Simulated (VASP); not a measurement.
Write the native input for VASP 6.6.1 that does the following.

```
Task                   : single point
Functional             : PBE
Potentials or basis    : VASP PAW PBE potentials, release 64 (Mg_sv, Zn, O)
Cutoff                 : 840 eV
k mesh                 : 4 × 4 × 3
Occupations            : gaussian, width 0.2 eV
Spin                   : no spin polarisation
Dipole correction      : no
Further INCAR settings : ALGO = Normal; EDIFF = 1e-06; NBANDS = 40
```

The structure of Mg2Zn3O lies in POSCAR:

```
Mg2Zn3O
1.0
    5.8706380012      0.0000000037      0.0000000000
   -2.9353190038      5.0841216436      0.0000000000
    0.0000000000      0.0000000000      4.4151999740
Mg Zn O
2 3 1
Direct
    0.3333333333      0.6666666667      0.0000000000
    0.6666666667      0.3333333333      0.0000000000
    0.8158035922      0.1841964078      0.5000000000
    0.8158035922      0.6316071843      0.5000000000
    0.3683928157      0.1841964078      0.5000000000
    0.0000000000      0.0000000000      0.5000000000
```

The cell was generated, and may not be a known phase.

The input as run:

INCAR

```
SYSTEM = Mg2Zn3O
ALGO = Normal
EDIFF = 1E-6
ENCUT = 840
GGA = PE
GGA_COMPAT = .False.
ISIF = 2
ISMEAR = 0
LASPH = .True.
LCHARG = .False.
LREAL = .False.
LWAVE = .False.
NBANDS = 40
NELM = 120
PREC = Accurate
SIGMA = 0.2
```

KPOINTS

```
k-points
0
Gamma
  4 4 3
  0 0 0
```

Potentials or basis: VASP PAW PBE potentials, release 64 (Mg_sv, Zn, O).

The run is started by

```bash
$ cat potpaw_PBE.64/Mg_sv/POTCAR potpaw_PBE.64/Zn/POTCAR potpaw_PBE.64/O/POTCAR > POTCAR
$ mpirun -np 1 vasp_std > vasp.out
```

Results of the run:

```
Pressure               : 0.5 GPa
Largest force          : 0.059 eV/Å
Band gap on the k mesh : zero (bands 31 and 32 overlap by 1.01 eV)
```

Caveat: the k points lie up to 0.47 Å⁻¹ apart, too coarse for converged energies and pressures of a metal.

It took 100 s on 1 thread of AMD EPYC 7R13 Processor (Zen 3), with other jobs on the host, peak memory 0.34 GiB.
